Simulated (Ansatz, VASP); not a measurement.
# Sb: VASP beside Ansatz

```xyz
1
Lattice="0.0000 2.3959 2.3959 2.3959 0.0000 2.3959 2.3959 2.3959 0.0000" Properties=species:S:1:pos:R:3 pbc="T T T"
Sb    0.0000    0.0000    0.0000
```

Alike in both runs: functional PBE; k mesh 15 × 15 × 15; occupations fermi-dirac, width 0.05 eV; no spin polarisation.

Ansatz relaxed the structure, and its values are those at the end. VASP's run is a single point on that final structure, the one shown.

```csv
,VASP,Ansatz
version,VASP 6.6.1,Ansatz 0.2.0
potentials or method,"VASP PAW PBE potentials, release 64 (Sb)","PAW with Ansatz's default frozen-core files, scalar-relativistic"
plane-wave cutoff (eV),520,420
valence electrons in the cell,5,15
```

Ansatz gave:

| Property | Result |
| --- | --- |
| pressure (GPa) | 0.0 |

Task: What did VASP give for the same quantities?

Result: Pressure (GPa): -0.1.

The functional is the same, so the differences come from potentials, cutoffs and numerics. VASP's potentials hold 5 valence electrons a cell and Ansatz's 15, so a difference there can come from the potentials and not from the codes.

Neither program's run includes spin-orbit coupling.
